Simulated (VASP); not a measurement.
Wanted: the native input for a VASP 6.6.1 run.

```
Task                   : single point
Functional             : PBE
Potentials or basis    : VASP PAW PBE potentials, release 64 (Zn, Se)
Cutoff                 : 500 eV
k mesh                 : 10 × 10 × 10
Occupations            : gaussian, width 0.01 eV
Spin                   : no spin polarisation
Dipole correction      : no
Further INCAR settings : ALGO = Normal; EDIFF = 1e-06; NBANDS = 16
```

The structure of ZnSe lies in POSCAR:

```
ZnSe
1.0
    0.0000000000      2.5285127901      2.5285127901
    2.5285127901      0.0000000000      2.5285127901
    2.5285127901      2.5285127901      0.0000000000
Zn Se
1 1
Direct
    0.0000000000      0.0000000000      0.0000000000
    0.7500000000      0.7500000000      0.7500000000
```

One way to write it, as run:

INCAR

```
SYSTEM = ZnSe
PREC = Accurate
ENCUT = 500
EDIFF = 1E-6
ISMEAR = 0
SIGMA = 0.01
LREAL = .FALSE.
LASPH = .TRUE.
NELM = 120
ALGO = Normal
ISIF = 2
LWAVE = .FALSE.
LCHARG = .FALSE.
GGA = PE
NBANDS = 16
GGA_COMPAT = .FALSE.
```

KPOINTS

```
regular mesh
0
G
  10 10 10
  0 0 0
```

Potentials or basis: VASP PAW PBE potentials, release 64 (Zn, Se).

Command:

```bash
$ cat potpaw_PBE.64/Zn/POTCAR potpaw_PBE.64/Se/POTCAR > POTCAR
$ mpirun -np 1 vasp_std > vasp.out
```

Results of the run:

The pressure is 50.9 GPa and the band gap on the k mesh is 1.97 eV, indirect (least direct gap 2.83 eV).

It took 19 s on 1 thread of AMD EPYC 9R45 96-Core Processor (Zen 5), on a shared host, peak memory 0.14 GiB.
